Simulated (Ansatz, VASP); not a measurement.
CdF2: VASP beside Ansatz

Contents of INCAR:

```
  ALGO = Normal
  EDIFF = 1E-6
  ENCUT = 520
  GGA = PE
  ISIF = 2
  ISMEAR = 0
  LASPH = True
  LCHARG = True
  LELF = True
  LREAL = False
  LVHAR = True
  LWAVE = False
  NBANDS = 20
  NELM = 60
  PREC = Accurate
  SIGMA = 0.01
```

The input KPOINTS:

```
k-points
0
Gamma
  8 8 8
```

File POSCAR:

```
CdF2
1.0
    0.0000000000      2.6825809959      2.6825809959
    2.6825809959      0.0000000000      2.6825809959
    2.6825809959      2.6825809959      0.0000000000
Cd F
1 2
Direct
    0.0000000000      0.0000000000      0.0000000000
    0.2500000000      0.2500000000      0.2500000000
    0.7500000000      0.7500000000      0.7500000000
```

Input for Ansatz:

```yaml
crystal:
  lattice:
    - [0.0, 2.6825809959, 2.6825809959]
    - [2.6825809959, 0.0, 2.6825809959]
    - [2.6825809959, 2.6825809959, 0.0]
  atoms:
    - { symbol: Cd, position: [0.0, 0.0, 0.0] }
    - { symbol: F, position: [0.25, 0.25, 0.25] }
    - { symbol: F, position: [0.75, 0.75, 0.75] }
kpoints:
  mp_grid: { grid: [8, 8, 8] }
  band_path:
    path:
      - [0.0, 0.0, 0.0]
      - [0.5, 0.0, 0.5]
      - [0.625, 0.25, 0.625]
      - [0.375, 0.375, 0.75]
      - [0.5, 0.5, 0.5]
      - [0.5, 0.25, 0.75]
      - [0.25, -0.5, -0.25]
    npoints: 1
hamiltonian:
  xc: pbe
scf:
  occupations: { method: fixed }
  n_extra_bands: 4
output:
  forces: true
  stress: true
  eigenvalues: true
```

Alike in both runs: task single point; functional PBE; k mesh 8 × 8 × 8; no spin polarisation.

|  | VASP | Ansatz |
| --- | --- | --- |
| version | VASP 6.6.1 | Ansatz 0.2.0 |
| potentials or method | VASP PAW PBE potentials, release 64 (Cd, F) | plane waves, PAW |
| plane-wave cutoff (eV) | 520 | 420 |
| occupations | gaussian, width 0.01 eV | fixed |
| valence electrons in the cell | 26 | 34 |

|  | VASP | Ansatz | Ansatz less VASP |
| --- | --- | --- | --- |
| gap on the k mesh at the Fermi level (eV) | 3.11 | 3.15 | +0.033 |
| pressure (GPa) | 7.8 | 7.0 | -0.81 |

VASP's potentials hold 26 valence electrons a cell and Ansatz's 34, so a difference there can come from the potentials and not from the codes.
